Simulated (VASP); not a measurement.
# TiTe2 (Fm-3m) in VASP: a series of runs

TiTe2 is run at these levels: PBE; tasks: single point.

All numbers are computed with VASP 6.6.1; they aren't measurements. Logs are shortened: lines on timing, memory, paths and dates and some standing lists are left out, and cuts for length are marked.

## Step 1: The cell of the first run

Symmetry: Fm-3m, No. 225, cubic system. Conventional cell: a = 6.886 Å, b = 6.886 Å, c = 6.886 Å, α = 90.00°, β = 90.00°, γ = 90.00°. Ti (site symmetry m-3m) has 8 Te at 2.98 Å within 3.9 Å. Within 3.9 Å of Te (site symmetry -43m) lie 4 Ti at 2.98 Å and 6 Te at 3.44 Å.

## Step 2: Single point, PBE, collinear spin, ferromagnetic start

INCAR

```
SYSTEM = TiTe2
ALGO     = Normal         ! electronic algorithm
EDIFF    = 1E-6           ! SCF threshold, eV
ENCUT    = 500            ! plane-wave cutoff, eV
GGA      = PE             ! functional
GGA_COMPAT= .FALSE.      
ISIF     = 2              ! what is computed and relaxed
ISMEAR   = -1             ! smearing method
ISPIN    = 2              ! spin polarisation
LASPH    = .TRUE.         ! aspherical terms in the spheres
LCHARG   = .FALSE.        ! write CHGCAR
LMAXMIX  = 4              ! l up to which the mixer works
LORBIT   = 11             ! projections on sites
LREAL    = .FALSE.        ! projectors in reciprocal space
LWAVE    = .FALSE.        ! write WAVECAR
MAGMOM   = 0.2 0.2 0.2    ! initial moments
NBANDS   = 23             ! bands
NELM     = 200            ! most SCF steps
PREC     = Accurate       ! precision mode
SIGMA    = 0.001          ! smearing width, eV
```

KPOINTS

```
k-points
0
G
  10 10 10
  0 0 0
```

POSCAR

```
TiTe2
1.0
    0.0000000000      3.4428591255      3.4428591255
    3.4428591255      0.0000000000      3.4428591255
    3.4428591255      3.4428591255      0.0000000000
Ti Te
1 2
Direct
    0.0000000000      0.0000000000      0.0000000000
    0.2500000000      0.2500000000      0.2500000000
    0.7500000000      0.7500000000      0.7500000000
```

Potentials or basis: VASP PAW PBE potentials, release 64 (Ti_sv, Te).

Command:

```console
$ cat potpaw_PBE.64/Ti_sv/POTCAR potpaw_PBE.64/Te/POTCAR > POTCAR
$ mpirun -np 1 vasp_std > vasp.out
```

OUTCAR:

```text
SYSTEM = TiTe2
   EDIFF = 1E-6
   ENCUT = 500
   GGA = PE
   ISIF = 2
   ISMEAR = -1
   ISPIN = 2
   LASPH = .TRUE.
   LORBIT = 11
   LREAL = .FALSE.
   NELM = 200
   PREC = Accurate

 ion  position               nearest neighbor table
   1  0.000  0.000  0.000-   3 2.98   3 2.98   3 2.98   2 2.98   3 2.98   2 2.98   2 2.98   2 2.98

   2  0.250  0.250  0.250-   1 2.98   1 2.98   1 2.98   1 2.98   3 3.44   3 3.44   3 3.44   3 3.44
                             3 3.44   3 3.44
   3  0.750  0.750  0.750-   1 2.98   1 2.98   1 2.98   1 2.98   2 3.44   2 3.44   2 3.44   2 3.44
                             2 3.44   2 3.44

  LATTYP: Found a face centered cubic cell.
 ALAT       =     6.8857182510

  Lattice vectors:

 A1 = (   0.0000000000,   3.4428591255,   3.4428591255)
 A2 = (   3.4428591255,   0.0000000000,   3.4428591255)
 A3 = (   3.4428591255,   3.4428591255,   0.0000000000)

Analysis of symmetry for initial positions (statically):
=====================================================================
 Subroutine PRICEL returns:
 Original cell was already a primitive cell.

 Routine SETGRP: Setting up the symmetry group for a
 face centered cubic supercell.

 Subroutine GETGRP returns: Found 48 space group operations
 (whereof 48 operations were pure point group operations)
 out of a pool of 48 trial point group operations.

The static configuration has the point symmetry O_h .

Analysis of symmetry for dynamics (positions and initial velocities):
=====================================================================
 Subroutine PRICEL returns:
 Original cell was already a primitive cell.

 Routine SETGRP: Setting up the symmetry group for a
 face centered cubic supercell.

 Subroutine GETGRP returns: Found 48 space group operations
 (whereof 48 operations were pure point group operations)
 out of a pool of 48 trial point group operations.

The dynamic configuration has the point symmetry O_h .

Analysis of structural, dynamic, and magnetic symmetry:
=====================================================================
 Subroutine PRICEL returns:
 Original cell was already a primitive cell.

 Routine SETGRP: Setting up the symmetry group for a
 face centered cubic supercell.

 Subroutine GETGRP returns: Found 48 space group operations
 (whereof 48 operations were pure point group operations)
 out of a pool of 48 trial point group operations.

The overall configuration has the point symmetry O_h .

 Subroutine INISYM returns: Found 48 space group operations
 (whereof 48 operations are pure point group operations),
 and found     1 'primitive' translations

----------------------------------------------------------------------------------------

                                     Primitive cell

  volume of cell :      81.6183

  direct lattice vectors                    reciprocal lattice vectors
     0.000000000  3.442859126  3.442859126    -0.145228132  0.145228132  0.145228132
     3.442859126  0.000000000  3.442859126     0.145228132 -0.145228132  0.145228132
     3.442859126  3.442859126  0.000000000     0.145228132  0.145228132 -0.145228132

  length of vectors
     4.868938069  4.868938069  4.868938069     0.251542504  0.251542504  0.251542504

  position of ions in fractional coordinates (direct lattice)
     0.000000000  0.000000000  0.000000000
     0.250000000  0.250000000  0.250000000
     0.750000000  0.750000000  0.750000000

  ion indices of the primitive-cell ions
   primitive index   ion index
                 1           1
                 2           2
                 3           3

----------------------------------------------------------------------------------------

 KPOINTS: k-points

Automatic generation of k-mesh.
 Grid dimensions read from file:
 generate k-points for:   10   10   10

 Generating k-lattice:

  Cartesian coordinates                     Fractional coordinates (reciprocal lattice)
    -0.014522813  0.014522813  0.014522813     0.100000000  0.000000000  0.000000000
     0.014522813 -0.014522813  0.014522813     0.000000000  0.100000000  0.000000000
     0.014522813  0.014522813 -0.014522813     0.000000000  0.000000000  0.100000000

  Length of vectors
     0.025154250  0.025154250  0.025154250

  Shift w.r.t. Gamma in fractional coordinates (k-lattice)
     0.000000000  0.000000000  0.000000000

 Subroutine IBZKPT returns following result:
 ===========================================

 Found     47 irreducible k-points:

 Following reciprocal coordinates:
            Coordinates               Weight
  0.000000  0.000000  0.000000      1.000000
  0.100000  0.000000  0.000000      8.000000
  0.200000  0.000000  0.000000      8.000000
  0.300000  0.000000  0.000000      8.000000
  0.400000  0.000000  0.000000      8.000000
  0.500000  0.000000  0.000000      4.000000
[... 16 lines left out ...]
  0.300000  0.300000  0.000000      6.000000
  0.400000  0.300000  0.000000     24.000000
 [... further k-points ...]
   k-points           NKPTS =     47   k-points in BZ     NKDIM =     47   number of bands    NBANDS=     23
   number of dos      NEDOS =    301   number of ions     NIONS =      3
   total plane-waves  NPLWV =  46656
   dimension x,y,z NGX =    36 NGY =   36 NGZ =   36
   dimension x,y,z NGXF=    72 NGYF=   72 NGZF=   72
   ions per type =               1   2
   NGX,Y,Z   is equivalent  to a cutoff of  12.29, 12.29, 12.29 a.u.
   NGXF,Y,Z  is equivalent  to a cutoff of  24.58, 24.58, 24.58 a.u.
 SYSTEM =  TiTe2
   PREC   = accura    normal or accurate (medium, high low for compatibility)
   ISTART =      0    job   : 0-new  1-cont  2-samecut
   ICHARG =      2    charge: 1-file 2-atom 10-const
   ISPIN  =      2    spin polarized calculation?
   LNONCOLLINEAR =      F non collinear calculations
   LSORBIT =      F    spin-orbit coupling
   LASPH  =      T    aspherical Exc in radial PAW
   ENCUT  =  500.0 eV  36.75 Ry    6.06 a.u.   8.88  8.88  8.88*2*pi/ulx,y,z
   NELM   =    200;   NELMIN=  2; NELMDL= -5     # of ELM steps
   EDIFF  = 0.1E-05   stopping-criterion for ELM
   LREAL  =      F    real-space projection
   EDIFFG = 0.1E-04   stopping-criterion for IOM
   NSW    =      0    number of steps for IOM
   IBRION =     -1    ionic relax: 0-MD 1-quasi-New 2-CG
   NFREE  =      0    steps in history (QN), initial steepest desc. (CG)
   ISIF   =      2    stress and relaxation
   ISYM   =      2    0-nonsym 1-usesym 2-fastsym
   POTIM  = 0.5000    time-step for ionic-motion
   TEBEG  =    0.0;   TEEND  =   0.0 temperature during run
   PSTRESS=    0.0 pullay stress
   NELECT =      24.0000    total number of electrons
   NUPDOWN=      -1.0000    fix difference up-down
   EMIN   =  10.00;   EMAX   =-10.00  energy-range for DOS
   EFERMI =   0.00;   METHOD = LEGACY
   ISMEAR =    -1;   SIGMA  =   0.00  broadening in eV -4-tet -1-fermi 0-gaus
   EFERMI_NEDOS =   21; number of points for ismear=-14 and -15
   IALGO  =     38    algorithm
   IMIX   =      4    mixing-type and parameters
     AMIX     =   0.40;   BMIX     =  1.00
     AMIX_MAG =   1.60;   BMIX_MAG =  1.00
  volume/ion in A,a.u.               =      27.21       183.60
  Fermi-wavevector in a.u.,A,eV,Ry     =   1.088636  2.057224 16.124648  1.185128
  Thomas-Fermi vector in A             =   2.224822
   LORBIT       =     11    0 simple, 1 ext, 2 COOP (PROOUT), +10 PAW based schemes
   GGA     = PE    functional components
   LHFCALC =     F    Hartree Fock is set to
   AEXX    =    0.0000 exact exchange contribution
   IVDW    =     0    specifies the selected vdW correction
   LEPSILON=     F    determine dielectric tensor
   LRPA    =     F    only Hartree local field effects (RPA)
 spin polarized calculation
  energy-cutoff  :      500.00
  volume of cell :       81.62
 maximum number of plane-waves:      2090
   NGX = 17   NGY = 17   NGZ = 17

 number of electron      23.9999995 magnetization      -0.0032866

 number of electron      23.9999994 magnetization       0.6178393

 Free energy of the ion-electron system (eV)
  ---------------------------------------------------
  ext. energy  EPLUGINS =         0.00000000
  ---------------------------------------------------
  free energy    TOTEN  =       -15.07557142 eV

  energy without entropy =      -15.07555301  energy(sigma->0) =      -15.07556221

 E-fermi :   7.1767     XC(G=0):  -9.7415

 val. band max:        7.1713677570   @ k =   0.5000   0.2000   0.1000
 cond. band min:       7.1768110053   @ k =   0.4000   0.2000   0.0000
 fundamental gap:      0.0054432483
 Fermi energy:         7.1766897865

 spin component 1

 k-point     1 :       0.0000    0.0000    0.0000
  band No.  band energies     occupation
      1     -50.6123      1.00000
      2     -26.8721      1.00000
      3     -26.8721      1.00000
      4     -26.8721      1.00000
      5      -5.8340      1.00000
      6      -2.0400      1.00000
[... 15 lines left out ...]
     22      13.7118      0.00000
     23      13.7118      0.00000
[... 575 lines left out ...]
      1     -50.6121      1.00000
      2     -26.8753      1.00000
      3     -26.8732      1.00000
      4     -26.8731      1.00000
      5      -4.8022      1.00000
      6      -3.2791      1.00000
[... 15 lines left out ...]
     22      14.6264      0.00000
     23      15.6476      0.00000

 [... further k-points ...]

 spin component 2

 k-point     1 :       0.0000    0.0000    0.0000
  band No.  band energies     occupation
      1     -50.0676      1.00000
      2     -26.3248      1.00000
      3     -26.3248      1.00000
      4     -26.3248      1.00000
      5      -5.8415      1.00000
      6      -2.0908      1.00000
[... 15 lines left out ...]
     22      13.8989      0.00000
     23      14.0351      0.00000
[... 575 lines left out ...]
      1     -50.0674      1.00000
      2     -26.3282      1.00000
      3     -26.3260      1.00000
      4     -26.3259      1.00000
      5      -4.8240      1.00000
      6      -3.3155      1.00000
[... 15 lines left out ...]
     22      14.8161      0.00000
     23      15.7512      0.00000

 [... further k-points ...]
[... 5 lines left out ...]
  --------------------------------------------------------------------------------------
  -------------------------------------------------------------------------------------
  Total        0.0506601      0.0506601      0.0506601     -0.0000000      0.0000000      0.0000000
  in kB        0.9944645      0.9944645      0.9944645     -0.0000000      0.0000000      0.0000000
  external PRESSURE =       0.9944645 kB  Pullay stress =       0.0000000 kB

 VOLUME and BASIS-vectors are now :
 -----------------------------------------------------------------------------
  energy-cutoff  :      500.00
  volume of cell :       81.62
      direct lattice vectors                 reciprocal lattice vectors
     0.000000000  3.442859126  3.442859126    -0.145228132  0.145228132  0.145228132
     3.442859126  0.000000000  3.442859126     0.145228132 -0.145228132  0.145228132
     3.442859126  3.442859126  0.000000000     0.145228132  0.145228132 -0.145228132

 POSITION                                       TOTAL-FORCE (eV/Angst)
 -----------------------------------------------------------------------------------
      0.00000      0.00000      0.00000         0.000000      0.000000     -0.000000
      1.72143      1.72143      1.72143         0.000000      0.000000     -0.000000
      5.16429      5.16429      5.16429        -0.000000     -0.000000      0.000000
 -----------------------------------------------------------------------------------
    total drift:                               -0.000000      0.000000      0.000000

  FREE ENERGIE OF THE ION-ELECTRON SYSTEM (eV)
  ---------------------------------------------------
  free  energy   TOTEN  =       -15.0755714156 eV

  energy  without entropy=      -15.0755530127  energy(sigma->0) =      -15.07556221

 total charge

# of ion       s       p       d       tot
------------------------------------------
    1        2.142   6.068   1.878  10.088
    2        1.395   1.950   0.043   3.387
    3        1.395   1.950   0.043   3.387
--------------------------------------------------
tot          4.931   9.968   1.964  16.863

 magnetization (x)

# of ion       s       p       d       tot
------------------------------------------
    1        0.014   0.005   0.531   0.550
    2       -0.002  -0.046   0.006  -0.042
    3       -0.002  -0.046   0.006  -0.042
--------------------------------------------------
tot          0.010  -0.087   0.542   0.466
```

It took 3.4 min on 1 thread of Intel Xeon 6975P-C, shared host; peak memory 0.32 GiB.

What came out:

```
Free energy                                           : -15.0756 eV
Pressure                                              : 0.1 GPa
Net moment                                            : 0.62 μB per cell
Site moments                                          : Ti +0.55; Te -0.04 μB
Valence electrons inside the program's atomic spheres : Ti 10.09; Te 3.39
```

Levels at points of the mesh, in eV from the Fermi level:
Spin up:
| k point | band 10 | band 11 | band 12 | band 13 | band 14 | band 15 |
| --- | --- | --- | --- | --- | --- | --- |
| (0.00, 0.00, 0.00) | -0.24 | -0.24 | -0.10 | -0.10 | -0.10 | 2.18 |
| (0.50, 0.00, 0.00) | -2.51 | -2.51 | -2.31 | -0.03 | -0.03 | 0.94 |
| (0.50, 0.50, 0.00) | -1.06 | -1.06 | -0.49 | 0.13 | 0.95 | 1.93 |
Spin down:
```tsv
k point	band 8	band 9	band 10	band 11	band 12	band 13	band 14	band 15	band 16	band 17
(0.00, 0.00, 0.00)	-4.05	-4.05	-0.10	-0.10	-0.10	0.41	0.41	2.50	2.50	2.50
(0.50, 0.00, 0.00)	-3.21	-3.00	-2.50	-2.50	-2.30	0.56	0.56	1.30	2.57	2.57
(0.50, 0.50, 0.00)	-4.42	-4.42	-0.86	-0.86	0.01	0.86	1.32	1.88	2.93	2.93
```

Caveat: spin-orbit coupling is left out, which moves the levels of the heavy elements.

## Step 3: Single point, PBE (volume scaled by 0.945)

INCAR

```
PREC     = Accurate       # precision mode
ENCUT    = 520            # plane-wave cutoff, eV
EDIFF    = 1E-6           # SCF threshold, eV
ISMEAR   = 0              # smearing method
SIGMA    = 0.05           # smearing width, eV
LREAL    = F              # projectors in reciprocal space
LASPH    = T              # aspherical terms in the spheres
NELM     = 60             # most SCF steps
ALGO     = Normal         # electronic algorithm
ISIF     = 2              # what is computed and relaxed
LWAVE    = F              # write WAVECAR
LCHARG   = F              # write CHGCAR
GGA      = PE             # functional
NBANDS   = 19             # bands
```

KPOINTS

```
regular mesh
0
Gamma
  10 10 10
```

POSCAR

```
TiTe2
1.0
    0.0000000000      3.3785461488      3.3785461488
    3.3785461488      0.0000000000      3.3785461488
    3.3785461488      3.3785461488      0.0000000000
Ti Te
1 2
Direct
    0.0000000000      0.0000000000      0.0000000000
    0.2500000000      0.2500000000      0.2500000000
    0.7500000000      0.7500000000      0.7500000000
```

Potentials or basis: VASP PAW PBE potentials, release 64 (Ti_sv, Te).

Command:

```console
$ cat potpaw_PBE.64/Ti_sv/POTCAR potpaw_PBE.64/Te/POTCAR > POTCAR
$ mpirun -np 1 vasp_std > vasp.out
```

Wall time 3.7 min (1 thread of AMD EPYC 7R13, shared host); peak memory 0.21 GiB.

Results (log left out):

```
Free energy            : -14.9944 eV
Pressure               : 4.0 GPa
Band gap on the k mesh : zero (band 12 reaches 8.15 eV, above the bottom of band 13 at 7.83 eV)
```

Levels at points of the mesh, in eV from the Fermi level:
| k point | band 8 | band 9 | band 10 | band 11 | band 12 | band 13 | band 14 | band 15 | band 16 | band 17 |
| --- | --- | --- | --- | --- | --- | --- | --- | --- | --- | --- |
| (0.00, 0.00, 0.00) | -4.49 | -4.49 | -0.19 | -0.19 | -0.19 | -0.18 | -0.18 | 2.31 | 2.31 | 2.31 |
| (0.50, 0.00, 0.00) | -3.63 | -3.27 | -2.78 | -2.78 | -2.52 | 0.03 | 0.03 | 1.04 | 2.33 | 2.33 |
| (0.50, 0.50, 0.00) | -4.83 | -4.83 | -1.20 | -1.20 | -0.53 | 0.27 | 1.05 | 2.00 | 2.94 | 2.94 |

Caveat: spin-orbit coupling is left out, which moves the levels of the heavy elements.

## Step 4: Single point, PBE (volume scaled by 0.960)

INCAR

```
SYSTEM = TiTe2
PREC = Accurate
ENCUT = 520
EDIFF = 1E-6
ISMEAR = 0
SIGMA = 0.05
LREAL = .False.
LASPH = .True.
NELM = 60
ALGO = Normal
ISIF = 2
LWAVE = .False.
LCHARG = .True.
GGA = PE
LELF = .True.
LVHAR = .True.
NBANDS = 19
```

KPOINTS

```
Automatic mesh
0
Gamma
  10 10 10
  0 0 0
```

POSCAR

```
TiTe2
1.0
    0.0000000000      3.3963282982      3.3963282982
    3.3963282982      0.0000000000      3.3963282982
    3.3963282982      3.3963282982      0.0000000000
Ti Te
1 2
Direct
    0.0000000000      0.0000000000      0.0000000000
    0.2500000000      0.2500000000      0.2500000000
    0.7500000000      0.7500000000      0.7500000000
```

Command:

```console
$ cat potpaw_PBE.64/Ti_sv/POTCAR potpaw_PBE.64/Te/POTCAR > POTCAR
$ mpirun -np 1 vasp_std > vasp.out
```

Run time: 3.9 min. Hardware: 1 thread of AMD EPYC 7R13, shared host; peak memory 0.21 GiB.

It converged, with:

- Free energy: -15.0201 eV
- Pressure: 2.8 GPa
- Band gap on the k mesh: zero (band 12 reaches 7.96 eV, above the bottom of band 13 at 7.64 eV)

Levels at points of the mesh, in eV from the Fermi level:
| k point | band 8 | band 9 | band 10 | band 11 | band 12 | band 13 | band 14 | band 15 | band 16 | band 17 |
| --- | --- | --- | --- | --- | --- | --- | --- | --- | --- | --- |
| (0.00, 0.00, 0.00) | -4.42 | -4.42 | -0.21 | -0.21 | -0.21 | -0.18 | -0.18 | 2.25 | 2.25 | 2.25 |
| (0.50, 0.00, 0.00) | -3.57 | -3.25 | -2.75 | -2.75 | -2.50 | 0.02 | 0.02 | 0.99 | 2.27 | 2.27 |
| (0.50, 0.50, 0.00) | -4.76 | -4.76 | -1.19 | -1.19 | -0.51 | 0.26 | 1.00 | 1.93 | 2.86 | 2.86 |

Caveat: spin-orbit coupling is left out, which moves the levels of the heavy elements.

## Step 5: Summary

```tsv
spin	cell	cutoff (eV)	smearing	gap on the mesh (eV)	pressure (GPa)
collinear, ferromagnetic start	a = 4.869 Å, angles 60.0°, 3 atoms	500	fermi-dirac 0.001 eV	none	0.1
off	a = 4.778 Å, angles 60.0°, 3 atoms	520	gaussian 0.05 eV	none	4.0
off	a = 4.803 Å, angles 60.0°, 3 atoms	520	gaussian 0.05 eV	none	2.8
```

Alike in all rows: task single point; level PBE; potentials or basis VASP PAW PBE potentials, release 64 (Ti_sv, Te); k mesh 10 × 10 × 10.

Caveats: spin-orbit coupling is left out, which moves the levels of the heavy elements.

Absolute energies hang on the potentials; compare differences alone.
